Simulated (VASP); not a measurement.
Runs of VASP 6.6.1 on CoO. The structure is that of space group Pm-3m (No. 221), or close to it. The cells are those of the table. 

| level | potentials or basis | cell | k mesh | cutoff (eV) | grid for exact exchange (PRECFOCK) | share of exact exchange | screening parameter | gap on the mesh (eV) | pressure (GPa) | moment (μB) |
| --- | --- | --- | --- | --- | --- | --- | --- | --- | --- | --- |
| PBEsol-based global hybrid with 25 % exact exchange | VASP PAW PBE potentials, release 64 (Co, O) | a = 2.589 Å, 2 atoms | 5 × 5 × 5 | 520 | Normal | 0.25 | - | 3.93 | -0.2 | 3.00 |
| PBE-based screened hybrid with 25 % exact exchange | VASP PAW PBE potentials, release 64 (Co, O) | a = 2.620 Å, 2 atoms | 5 × 5 × 5 | 520 | Normal | 0.25 | 0.3 1/Å | (a) | -0.1 | 3.00 |
| BLYP | VASP PAW PBE potentials, release 64 (Co_sv, O) | a = 2.656 Å, 2 atoms | 7 × 7 × 7 | 700 | - | - | - | none | (b) | 3.00 |
| PBEsol-based screened hybrid with 25 % exact exchange | VASP PAW PBE potentials, release 64 (Co, O) | a = 2.590 Å, 2 atoms | 5 × 5 × 5 | 520 | Normal | 0.25 | 0.207 1/Å | 3.15 | -0.1 | 3.00 |

Alike in all rows: task single point; spin collinear, ferromagnetic start; smearing fermi-dirac 0.05 eV.

Question: Estimate the missing entries.

Answer: (a) 2.70; (b) -0.8.

Caveats: some runs use coarse meshes; the PAW data sets were made with another functional, which shifts forces and pressure a little; a cell with one magnetic atom can't hold antiferromagnetic order, which such compounds often take; an odd mesh through Γ misses points on the zone boundary, where band edges can lie (at least some runs); semilocal functionals often make such compounds metallic where correlation or magnetic order opens a gap, which also shifts bond lengths (at least some runs).

A gap of «none» marks levels without a gap at the run's occupations.

The runs don't all hold the same shells in valence.
